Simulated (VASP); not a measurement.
Runs of VASP 6.6.1 on Tl. The structure is that of space group Im-3m (No. 229), or close to it. The cells are those of the table. 

```tsv
task	cell	gap on the mesh (eV)	pressure (GPa)
single point	a = 3.340 Å, angles 108.9, 108.9, 110.6°, 1 atom	none	(a)
electric field gradients	a = 3.428 Å, angles 109.5°, 1 atom	none	-3.9
single point	a = 3.384 Å, angles 109.5°, 1 atom	none	-3.0
single point	a = 3.316 Å, angles 109.5°, 1 atom	none	-1.1
single point	a = 3.351 Å, angles 109.5°, 1 atom	none	-2.1
single point	a = 3.317 Å, angles 110.0, 110.0, 108.4°, 1 atom	none	-1.1
electric field gradients	a = 3.384 Å, angles 109.5°, 1 atom	none	-3.0
single point	a = 3.428 Å, angles 109.5°, 1 atom	none	-3.8
```

Alike in all rows: level LDA; potentials or basis VASP PAW LDA potentials, release 64 (Tl_d); no spin polarisation; k mesh 13 × 13 × 13; cutoff (eV) 520; smearing fermi-dirac 0.05 eV.

Q: Estimate the missing entries.

A: (a) -1.8.

Caveats: spin-orbit coupling is left out, which moves the levels of the heavy elements.

A k mesh can miss the band edges, and the runs leave out spin-orbit coupling on Tl.

A gap of «none» marks levels without a gap at the run's occupations.
